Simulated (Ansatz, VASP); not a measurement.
# Two plane-wave programs on BeBi2Se6

```
Be Bi Se
1.0
     6.45504    0.00000    0.00000
    -3.22752    5.59023    0.00000
     0.00000    0.00000    5.42224
Be Bi Se
1 2 6
Direct
  0.00000 0.00000 0.50000
  0.33333 0.66667 0.75000
  0.66667 0.33333 0.25000
  0.83333 0.66667 0.75000
  0.33333 0.16667 0.75000
  0.83333 0.16667 0.75000
  0.16667 0.33333 0.25000
  0.66667 0.83333 0.25000
  0.16667 0.83333 0.25000
```

Alike in both runs: task single point; functional PBE; k mesh 3 × 3 × 4; occupations gaussian, width 0.1 eV; no spin polarisation.

|  | VASP | Ansatz |
| --- | --- | --- |
| version | VASP 6.6.1 | Ansatz 0.2.0 |
| potentials or method | VASP PAW PBE potentials, release 64 (Be, Bi_d, Se), cutoff 520 eV | scalar-relativistic, plane waves, PAW |
| valence electrons in the cell | 68 | 128 |

|  | VASP | Ansatz | Ansatz less VASP |
| --- | --- | --- | --- |
| gap on the k mesh at the Fermi level (eV) | none | none | - |
| pressure (GPa) | 1.6 | 1.5 | -0.04 |
| traceless stress, the component that is largest in VASP (GPa) | -1.77 | -1.77 | +0.006 |
| rms of the force components (eV/Å) | 0.329 | 0.327 | -0.0018 |

Atom by atom the forces differ by 0.003 eV/Å (rms over components). A gap of «none» marks a metal or a gap that the smearing closes. The functional is the same, so the differences come from potentials, cutoffs and numerics. VASP's potentials hold 68 valence electrons a cell and Ansatz's 128, so a difference there can come from the potentials and not from the codes.

The k mesh is coarse, so the values compare programs but aren't converged. Neither program's run includes spin-orbit coupling.
